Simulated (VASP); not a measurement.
Here is a VASP 6.6.1 calculation.

The input INCAR:

```
SYSTEM = TaN
PREC = Accurate
ENCUT = 520
EDIFF = 1E-6
ISMEAR = 0
SIGMA = 0.15
LREAL = .False.
LASPH = .True.
NELM = 60
ALGO = Normal
ISIF = 2
LWAVE = .False.
LCHARG = .False.
GGA = PE
NBANDS = 24
```

File KPOINTS:

```
regular mesh
0
Gamma
  18 18 8
  0 0 0
```

POSCAR

```
TaN
1.0
    3.1093193448      0.0000000000      0.0000000000
   -1.5546596724      2.6927495410      0.0000000000
    0.0000000000      0.0000000000      6.0201001124
Ta N
2 2
Direct
    0.3333333333      0.6666666667      0.0304880884
    0.6666666667      0.3333333333      0.5304880884
    0.3333333333      0.6666666667      0.3545119116
    0.6666666667      0.3333333333      0.8545119116
```

Potentials or basis: VASP PAW PBE potentials, release 64 (Ta_pv, N).

Run with:

```sh
$ cat potpaw_PBE.64/Ta_pv/POTCAR potpaw_PBE.64/N/POTCAR > POTCAR
$ mpirun -np 1 vasp_std > vasp.out
```

Question: What does it give for the band gap on the k mesh?

Answer: Zero (bands 16 and 17 overlap by 0.46 eV).

Question: Predict the largest force.

Answer: 0.084 eV/Å.

Question: Predict the pressure.

Answer: 12.2 GPa.

Forces on the atoms (eV/Å):
```
Ta   0.000  0.000 -0.084
Ta   0.000  0.000 -0.084
N    0.000  0.000  0.084
N    0.000  0.000  0.084
```

Caveat: the cell stands under pressure; spin-orbit coupling is left out, which moves the levels of the heavy elements.
